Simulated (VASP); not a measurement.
Input of a VASP 6.6.1 run:

INCAR

```
SYSTEM = LiH13O7
PREC = Accurate ; ENCUT = 520
EDIFF = 1E-7 ; ISMEAR = -1
SIGMA = 0.05 ; LREAL = Auto
LASPH = .True. ; NELM = 80
ALGO = Normal ; ISIF = 2
LWAVE = .False. ; LCHARG = .False.
GGA = PE ; IVDW = 12
NBANDS = 45
```

Contents of KPOINTS:

```
regular mesh
0
Gamma
  1 1 1
  0 0 0
```

POSCAR

```
LiH13O7
1.0
    6.0731780000      0.0000000000      0.0000000000
    0.0000000000      6.0731780000      0.0000000000
    0.0000000000      0.0000000000      6.0731780000
O H Li
7 13 1
Direct
    0.7770067006      0.7653324174      0.7685267911
    0.8039942185      0.2714559000      0.9531747629
    0.3664473526      0.6237261612      0.4624761533
    0.3385871450      1.0466184261      0.8486660526
    0.1516998184     -0.0272839031      0.2303077565
    0.6768285072      0.1296026561      0.4243247934
    0.0946621357      0.2378491129      0.5888844358
    0.8714383145      0.7936207370      0.9009451065
    0.7836918332      0.6084293923      0.7771219615
    0.9126029239      0.2229969219      0.8343737002
    0.9097707987      0.2493422719      1.0621786485
    0.3303212914      0.7247441126      0.3375003993
    0.4764556547      0.5292286839      0.3974196047
    0.2473334389      1.1326689256      0.7263248336
    0.3488947632      0.9065105617      0.7807773788
    0.2008009645      0.0671806425      0.1002111250
    0.1262106923      0.0589312548      0.3579180455
    0.8346865513      0.1821122318      0.4165858468
    0.6517839589     -0.0116578174      0.3498497821
    0.1659427733      0.3753389082      0.5812607501
    0.6347418106      1.1017790027      0.7525549226
```

Potentials or basis: VASP PAW PBE potentials, release 64 (O, H, Li_sv).

The run is started by

```bash
$ cat potpaw_PBE.64/O/POTCAR potpaw_PBE.64/H/POTCAR potpaw_PBE.64/Li_sv/POTCAR > POTCAR
$ mpirun -np 1 vasp_gam > vasp.out
```

Q: Estimate the largest force.

A: 2.957 eV/Å.

Q: What does it give for the dispersion energy per atom?

A: -0.039 eV.

Forces on the atoms (eV/Å):
```
O    0.977  1.107  1.450
O   -0.143 -0.176 -2.440
O   -0.046  0.742 -0.671
O    0.650  1.201  0.149
O    0.212 -0.858 -2.822
O    0.199  0.472  0.312
O   -1.396 -1.742  0.445
H   -0.433  0.296 -0.785
H   -0.414 -1.202 -0.410
H    0.047  1.018 -0.804
H    0.972 -0.218  2.668
H   -0.473 -0.050  0.689
H    0.360 -0.565  0.039
H   -0.763  0.250 -0.165
H   -0.060 -1.768 -0.321
H    0.171 -1.220  1.106
H    0.014  1.550  1.822
H   -0.687 -0.804  0.278
H    0.520  0.586  0.143
H    0.630  1.835 -0.487
Li  -0.337 -0.456 -0.197
```

Caveat: the k points lie up to 1.03 Å⁻¹ apart.
